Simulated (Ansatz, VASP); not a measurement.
Two plane-wave programs on MgS

POSCAR

```
MgS
1.0
    0.0000000000      2.6016500000      2.5886417500
    2.6016500000      0.0000000000      2.5886417500
    2.6016500000      2.6016500000      0.0000000000
Mg S
1 1
Direct
    0.0000000000      0.0000000000      0.0000000000
    0.5000000000      0.5000000000      0.5000000000
```

INCAR.step1

```
PREC = Accurate ; ENCUT = 660
ISMEAR = 0 ; SIGMA = 0.01
LREAL = False ; LASPH = True
NELM = 120 ; NBANDS = 11
GGA = PE ; ALGO = Normal
EDIFF = 1E-5 ; LWAVE = True
LCHARG = False ; GGA_COMPAT = False
```

Contents of INCAR.step2:

```
PREC = Accurate ; ENCUT = 660
EDIFF = 1E-6 ; ISMEAR = 0
SIGMA = 0.01 ; LREAL = False
LASPH = True ; NELM = 120
ALGO = Normal ; ISIF = 2
LWAVE = False ; LCHARG = False
METAGGA = R2SCAN ; LMIXTAU = True
NBANDS = 11 ; ISTART = 1
GGA_COMPAT = False
```

The input KPOINTS:

```
Automatic mesh
0
Gamma
  8 8 8
```

Input for Ansatz:

```yaml
crystal:
  lattice:
    - [0.0, 2.60165, 2.58864175]
    - [2.60165, 0.0, 2.58864175]
    - [2.60165, 2.60165, 0.0]
  atoms:
    - { symbol: Mg, position: [0.0, 0.0, 0.0] }
    - { symbol: S, position: [0.5, 0.5, 0.5] }
kpoints:
  mp_grid: { grid: [8, 8, 8] }
scf:
  occupations: { method: fixed }
  convergence: { dr2_threshold: 1.0e-10 }
hamiltonian:
  xc: r2scan
  pseudopotentials: { kind: paw }
output:
  forces: true
  stress: true
  eigenstates:
    kpoints:
      - [0.0, 0.0, 0.0]
      - [0.0, -0.5, -0.5]
      - [-0.5, 0.0, -0.5]
      - [-0.5, -0.5, 0.0]
      - [-0.5, 0.0, 0.0]
      - [0.0, -0.5, 0.0]
      - [0.0, 0.0, -0.5]
      - [-0.5, -0.5, -0.5]
  eigenvalues: true
```

Change from the starting cell: z stretched by -0.5 %, x and y held, PAW files.

Alike in both runs: task single point; functional r2SCAN; k mesh 8 × 8 × 8; no spin polarisation.

|  | VASP | Ansatz |
| --- | --- | --- |
| version | VASP 6.6.1 | Ansatz 0.2.0 |
| potentials or method | VASP PAW PBE potentials, release 64 (Mg, S) | PAW with Ansatz's default frozen-core files, scalar-relativistic |
| plane-wave cutoff (eV) | 660 | 500 |
| occupations | gaussian, width 0.01 eV | fixed |
| valence electrons in the cell | 8 | 16 |

|  | VASP | Ansatz | Ansatz less VASP |
| --- | --- | --- | --- |
| gap on the k mesh at the Fermi level (eV) | 3.42 | 3.45 | +0.029 |
| pressure (GPa) | -0.1 | 0.4 | +0.45 |
| traceless stress, the component that is largest in VASP (GPa) | 0.36 | 0.37 | +0.006 |

VASP's potentials were made for PBE, not for r2SCAN. VASP's potentials hold 8 valence electrons a cell and Ansatz's 16, so a difference there can come from the potentials and not from the codes.
